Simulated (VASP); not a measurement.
# P in VASP: single point with PBE+D3(BJ)

Aim: the single point of P with PBE+D3(BJ).

All numbers are computed with VASP 6.6.1; they aren't measurements. Logs are shortened: lines on timing, memory, paths and dates and some standing lists are left out, and cuts for length are marked.

### 1 The cell of the first run

The cell holds a slab with vacuum, 8 atoms: a = 3.296 Å, b = 4.439 Å, c = 21.746 Å, α = 90.00°, β = 90.00°, γ = 90.00°.

### 2 Single point, PBE+D3(BJ) (layers slid over each other)

File INCAR:

```
SYSTEM = P
  ALGO = Normal
  DIPOL = 0.5 0.5 0.390
  EDIFF = 1E-6
  ENCUT = 520
  GGA = PE
  IDIPOL = 3
  ISIF = 2
  ISMEAR = 0
  IVDW = 12
  LASPH = .TRUE.
  LCHARG = .FALSE.
  LDIPOL = .TRUE.
  LREAL = .FALSE.
  LWAVE = .FALSE.
  NBANDS = 30
  NELM = 100
  PREC = Accurate
  SIGMA = 0.05
```

File KPOINTS:

```
k-points
0
G
  8 6 1
  0 0 0
```

File POSCAR:

```
P
1.0
    3.2961869629      0.0000000000      0.0000000000
    0.0000000000      4.4391557027      0.0000000000
    0.0000000000      0.0000000000     21.7461973615
P
8
Direct
    0.5000000000      0.9174951453      0.2069327306
    0.0000000000      0.5825048547      0.2069327306
    0.5000000000      0.0825048547      0.3045635322
    0.0000000000      0.4174951453      0.3045635322
    1.0000000000      0.5825048547      0.4751680723
    1.5000000000      0.9174951453      0.4751680723
    1.0000000000      1.4174951453      0.5727988740
    1.5000000000      1.0825048547      0.5727988740
```

Potentials or basis: VASP PAW PBE potentials, release 64 (P).

The run is started by

```
$ cat potpaw_PBE.64/P/POTCAR > POTCAR
$ mpirun -np 1 vasp_std > vasp.out
```

OUTCAR:

```text
SYSTEM = P
   EDIFF = 1E-6
   ENCUT = 520
   GGA = PE
   ISIF = 2
   ISMEAR = 0
   IVDW = 12
   LASPH = .TRUE.
   LREAL = .FALSE.
   NELM = 100
   PREC = Accurate
 IVDW          = 12

 ion  position               nearest neighbor table
   1  0.500  0.917  0.207-   2 2.22   2 2.22   3 2.25
   2  0.000  0.583  0.207-   1 2.22   1 2.22   4 2.25
   3  0.500  0.083  0.305-   4 2.22   4 2.22   1 2.25
   4  0.000  0.417  0.305-   3 2.22   3 2.22   2 2.25
   5  0.000  0.583  0.475-   6 2.22   6 2.22   7 2.25
   6  0.500  0.917  0.475-   5 2.22   5 2.22   8 2.25
   7  0.000  0.417  0.573-   8 2.22   8 2.22   5 2.25
   8  0.500  0.083  0.573-   7 2.22   7 2.22   6 2.25

  LATTYP: Found a simple orthorhombic cell.
 ALAT       =     3.2961869629
 B/A-ratio  =     1.3467548269
 C/A-ratio  =     6.5973798229

  Lattice vectors:

 A1 = (   3.2961869629,   0.0000000000,   0.0000000000)
 A2 = (   0.0000000000,   4.4391557027,   0.0000000000)
 A3 = (   0.0000000000,   0.0000000000,  21.7461973615)

Analysis of symmetry for initial positions (statically):
=====================================================================
 Subroutine PRICEL returns:
 Original cell was already a primitive cell.

 Routine SETGRP: Setting up the symmetry group for a
 simple orthorhombic supercell.

 Subroutine GETGRP returns: Found  8 space group operations
 (whereof  2 operations were pure point group operations)
 out of a pool of  8 trial point group operations.

The static configuration has the point symmetry C_1h.
 The point group associated with its full space group is D_2h.

Analysis of symmetry for dynamics (positions and initial velocities):
=====================================================================
 Subroutine PRICEL returns:
 Original cell was already a primitive cell.

 Routine SETGRP: Setting up the symmetry group for a
 simple orthorhombic supercell.

 Subroutine GETGRP returns: Found  8 space group operations
 (whereof  2 operations were pure point group operations)
 out of a pool of  8 trial point group operations.

The dynamic configuration has the point symmetry C_1h.
 The point group associated with its full space group is D_2h.

 Subroutine INISYM returns: Found  8 space group operations
 (whereof  2 operations are pure point group operations),
 and found     1 'primitive' translations

----------------------------------------------------------------------------------------

                                     Primitive cell

  volume of cell :     318.1966

  direct lattice vectors                    reciprocal lattice vectors
     3.296186963  0.000000000  0.000000000     0.303380849  0.000000000  0.000000000
     0.000000000  4.439155703  0.000000000     0.000000000  0.225268062  0.000000000
     0.000000000  0.000000000 21.746197361     0.000000000  0.000000000  0.045985051

  length of vectors
     3.296186963  4.439155703 21.746197361     0.303380849  0.225268062  0.045985051

  position of ions in fractional coordinates (direct lattice)
     0.500000000  0.917495145  0.206932731
     0.000000000  0.582504855  0.206932731
     0.500000000  0.082504855  0.304563532
     0.000000000  0.417495145  0.304563532
     0.000000000  0.582504855  0.475168072
     0.500000000  0.917495145  0.475168072
     0.000000000  0.417495145  0.572798874
     0.500000000  0.082504855  0.572798874

  ion indices of the primitive-cell ions
   primitive index   ion index
                 1           1
                 2           2
                 3           3
                 4           4
                 5           5
                 6           6
                 7           7
                 8           8

----------------------------------------------------------------------------------------

 KPOINTS: k-points

Automatic generation of k-mesh.
 Grid dimensions read from file:
 generate k-points for:    8    6    1

 Generating k-lattice:

  Cartesian coordinates                     Fractional coordinates (reciprocal lattice)
     0.037922606  0.000000000  0.000000000     0.125000000  0.000000000  0.000000000
     0.000000000  0.037544677  0.000000000     0.000000000  0.166666667  0.000000000
     0.000000000  0.000000000  0.045985051     0.000000000  0.000000000  1.000000000

  Length of vectors
     0.037922606  0.037544677  0.045985051

  Shift w.r.t. Gamma in fractional coordinates (k-lattice)
     0.000000000  0.000000000  0.000000000

 Subroutine IBZKPT returns following result:
 ===========================================

 Found     20 irreducible k-points:

 Following reciprocal coordinates:
            Coordinates               Weight
  0.000000  0.000000  0.000000      1.000000
  0.125000  0.000000  0.000000      2.000000
  0.250000  0.000000  0.000000      2.000000
  0.375000  0.000000  0.000000      2.000000
  0.500000  0.000000  0.000000      1.000000
  0.000000  0.166667  0.000000      2.000000
[... 12 lines left out ...]
  0.375000  0.500000  0.000000      2.000000
  0.500000  0.500000  0.000000      1.000000
   k-points           NKPTS =     20   k-points in BZ     NKDIM =     20   number of bands    NBANDS=     30
   number of dos      NEDOS =    301   number of ions     NIONS =      8
   total plane-waves  NPLWV = 163296
   dimension x,y,z NGX =    28 NGY =   36 NGZ =  162
   dimension x,y,z NGXF=    56 NGYF=   72 NGZF=  324
   ions per type =               8
   NGX,Y,Z   is equivalent  to a cutoff of  14.12, 13.48, 12.38 a.u.
   NGXF,Y,Z  is equivalent  to a cutoff of  28.24, 26.96, 24.77 a.u.
 SYSTEM =  P
   PREC   = accura    normal or accurate (medium, high low for compatibility)
   ISTART =      0    job   : 0-new  1-cont  2-samecut
   ICHARG =      2    charge: 1-file 2-atom 10-const
   ISPIN  =      1    spin polarized calculation?
   LNONCOLLINEAR =      F non collinear calculations
   LSORBIT =      F    spin-orbit coupling
   LASPH  =      T    aspherical Exc in radial PAW
   ENCUT  =  520.0 eV  38.22 Ry    6.18 a.u.   6.13  8.25 40.43*2*pi/ulx,y,z
   NELM   =    100;   NELMIN=  2; NELMDL= -5     # of ELM steps
   EDIFF  = 0.1E-05   stopping-criterion for ELM
   LREAL  =      F    real-space projection
   EDIFFG = 0.1E-04   stopping-criterion for IOM
   NSW    =      0    number of steps for IOM
   IBRION =     -1    ionic relax: 0-MD 1-quasi-New 2-CG
   NFREE  =      0    steps in history (QN), initial steepest desc. (CG)
   ISIF   =      2    stress and relaxation
   ISYM   =      2    0-nonsym 1-usesym 2-fastsym
   POTIM  = 0.5000    time-step for ionic-motion
   TEBEG  =    0.0;   TEEND  =   0.0 temperature during run
   PSTRESS=    0.0 pullay stress
   NELECT =      40.0000    total number of electrons
   NUPDOWN=      -1.0000    fix difference up-down
   EMIN   =  10.00;   EMAX   =-10.00  energy-range for DOS
   EFERMI =   0.00;   METHOD = LEGACY
   ISMEAR =     0;   SIGMA  =   0.05  broadening in eV -4-tet -1-fermi 0-gaus
   EFERMI_NEDOS =   21; number of points for ismear=-14 and -15
   IALGO  =     38    algorithm
   IMIX   =      4    mixing-type and parameters
     AMIX     =   0.40;   BMIX     =  1.00
     AMIX_MAG =   1.60;   BMIX_MAG =  1.00
  volume/ion in A,a.u.               =      39.77       268.41
  Fermi-wavevector in a.u.,A,eV,Ry     =   0.820093  1.549751  9.150627  0.672552
  Thomas-Fermi vector in A             =   1.931014
   LORBIT       =      0    0 simple, 1 ext, 2 COOP (PROOUT), +10 PAW based schemes
   GGA     = PE    functional components
   LHFCALC =     F    Hartree Fock is set to
   AEXX    =    0.0000 exact exchange contribution
   IVDW    =    12    specifies the selected vdW correction
   LEPSILON=     F    determine dielectric tensor
   LRPA    =     F    only Hartree local field effects (RPA)
 non-spin polarized calculation
 Gauss-broadening in eV      SIGMA  =   0.05
  energy-cutoff  :      520.00
  volume of cell :      318.20
 maximum number of plane-waves:      8606
 NGX is ok and might be reduce to    28
   NGX = 13   NGY = 17   NGZ = 81

 dipolmoment           0.000000      0.000000      0.000038 electrons x Angstroem

 number of electron      39.9999998 magnetization

 dipolmoment           0.000000      0.000000     -0.000001 electrons x Angstroem

 Free energy of the ion-electron system (eV)
  ---------------------------------------------------
  ext. energy  EPLUGINS =         0.00000000
  ---------------------------------------------------
  free energy    TOTEN  =       -42.91607582 eV

  energy without entropy =      -42.91607582  energy(sigma->0) =      -42.91607582

 E-fermi :   0.7376     XC(G=0):  -5.3079

 val. band max:        0.5433282778   @ k =   0.0000   0.0000   0.0000
 cond. band min:       0.9316064895   @ k =   0.0000   0.0000   0.0000
 fundamental gap:      0.3882782117
 Fermi energy:         0.7376053276

 k-point     1 :       0.0000    0.0000    0.0000
  band No.  band energies     occupation
      1     -14.8386      2.00000
      2     -14.8023      2.00000
      3     -12.2582      2.00000
      4     -12.1622      2.00000
      5      -8.7076      2.00000
      6      -8.6797      2.00000
[... 22 lines left out ...]
     29       4.7160      0.00000
     30       4.7332      0.00000

 k-point     2 :       0.1250    0.0000    0.0000
  band No.  band energies     occupation
      1     -14.6516      2.00000
      2     -14.6155      2.00000
      3     -12.0636      2.00000
      4     -11.9677      2.00000
      5      -8.8266      2.00000
      6      -8.7991      2.00000
[... 22 lines left out ...]
     29       4.9105      0.00000
     30       4.9369      0.00000

 k-point     3 :       0.2500    0.0000    0.0000
  band No.  band energies     occupation
      1     -14.0963      2.00000
      2     -14.0608      2.00000
      3     -11.4828      2.00000
      4     -11.3869      2.00000
      5      -9.4193      2.00000
      6      -9.3914      2.00000
[... 550 lines left out ...]
     29       5.8312      0.00000
     30       5.8312      0.00000

 k-point    20 :       0.5000    0.5000    0.0000
  band No.  band energies     occupation
      1     -11.5640      2.00000
      2     -11.5640      2.00000
      3     -11.5377      2.00000
      4     -11.5377      2.00000
      5      -9.5160      2.00000
      6      -9.5160      2.00000
[... 22 lines left out ...]
     29       5.7620      0.00000
     30       5.7620      0.00000

------------------------ aborting loop because EDIFF is reached ----------------------------------------

 vacuum level on the upper side and lower side of the slab       (xc-potential included)        -0.138        -0.140

 Edisp (eV)   -2.28055

 E8    (eV) :    -0.8922

  FORCE on cell =-STRESS in cart. coord.  units (eV):
  Direction    XX          YY          ZZ          XY          YZ          ZX
  --------------------------------------------------------------------------------------
  -------------------------------------------------------------------------------------
  Total      -0.61262    -0.78769    -0.90261     0.00000     0.00000     0.00000
  in kB      -3.08467    -3.96615    -4.54483     0.00000     0.00000     0.00000
  external pressure =       -3.87 kB  Pullay stress =        0.00 kB

 VOLUME and BASIS-vectors are now :
 -----------------------------------------------------------------------------
  energy-cutoff  :      520.00
  volume of cell :      318.20
      direct lattice vectors                 reciprocal lattice vectors
     3.296186963  0.000000000  0.000000000     0.303380849  0.000000000  0.000000000
     0.000000000  4.439155703  0.000000000     0.000000000  0.225268062  0.000000000
     0.000000000  0.000000000 21.746197361     0.000000000  0.000000000  0.045985051

 POSITION                                       TOTAL-FORCE (eV/Angst)
 -----------------------------------------------------------------------------------
      1.64809      4.07290      4.50000        -0.000000     -0.041379      0.025217
      0.00000      2.58583      4.50000        -0.000000      0.041379      0.025217
      1.64809      0.36625      6.62310        -0.000000     -0.010169      0.060599
      0.00000      1.85333      6.62310         0.000000      0.010169      0.060599
      0.00000      2.58583     10.33310        -0.000000     -0.010169     -0.060599
      1.64809      4.07290     10.33310        -0.000000      0.010169     -0.060599
      0.00000      1.85333     12.45620         0.000000     -0.041379     -0.025217
      1.64809      0.36625     12.45620        -0.000000      0.041379     -0.025217
 -----------------------------------------------------------------------------------
    total drift:                               -0.000000     -0.000000      0.000007

  FREE ENERGIE OF THE ION-ELECTRON SYSTEM (eV)
  ---------------------------------------------------
  free  energy   TOTEN  =       -45.1966278786 eV

  energy  without entropy=      -45.1966278782  energy(sigma->0) =      -45.19662788

 vacuum level on the upper side and lower side of the slab         5.170         5.169
```

Run time: 6.2 min. Hardware: 1 thread of AMD EPYC 7R43 (Zen 3), shared host; peak memory 0.39 GiB.

Results:

```yaml
Free_energy: -45.1966 eV
Largest_force: 0.061 eV/Å
Band_gap_on_the_k_mesh: 0.39 eV
Dispersion_energy_per_atom: -0.285 eV
```

Forces on the atoms (eV/Å):
```
P    0.000 -0.041  0.025
P    0.000  0.041  0.025
P    0.000 -0.010  0.061
P    0.000  0.010  0.061
P    0.000 -0.010 -0.061
P    0.000  0.010 -0.061
P    0.000 -0.041 -0.025
P    0.000  0.041 -0.025
```

Caveat: the cell differs from its parent crystal (layers slid over each other).
